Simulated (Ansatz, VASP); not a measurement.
## Two plane-wave programs on ZnS

```
Zn S
1.0
     3.81100    0.00000    0.00000
    -1.90550    3.30042    0.00000
     0.00000    0.00000    6.23400
Zn S
2 2
Direct
  0.20213 0.66667 0.00000
  0.53547 0.33333 0.50000
  0.33333 0.66667 0.38500
  0.66667 0.33333 0.88500
```

Change from the starting cell: all Zn atoms moved -0.500 Å, as atom 1 along Cartesian [1 0 0].

Alike in both runs: task single point; functional LDA; k mesh 12 × 12 × 6; occupations gaussian, width 0.05 eV; no spin polarisation.

|  | VASP | Ansatz |
| --- | --- | --- |
| version | VASP 6.6.1 | Ansatz 0.2.0 |
| potentials or method | VASP PAW LDA potentials, release 64 (Zn, S), cutoff 520 eV | scalar-relativistic, plane waves, PAW |
| valence electrons in the cell | 36 | 36 |

```tsv
	VASP	Ansatz	Ansatz less VASP
gap on the k mesh at the Fermi level (eV)	1.97	1.93	-0.033
least direct gap on the mesh (eV)	1.97	1.93	-0.033
pressure (GPa)	7.1	6.7	-0.35
traceless stress, the component that is largest in VASP (GPa)	10.44	10.27	-0.170
rms of the force components (eV/Å)	3.396	3.360	-0.0354
```

LDA's correlation is that of Perdew and Zunger in VASP and of Perdew and Wang (1992) in Ansatz. Atom by atom the forces differ by 0.035 eV/Å (rms over components).
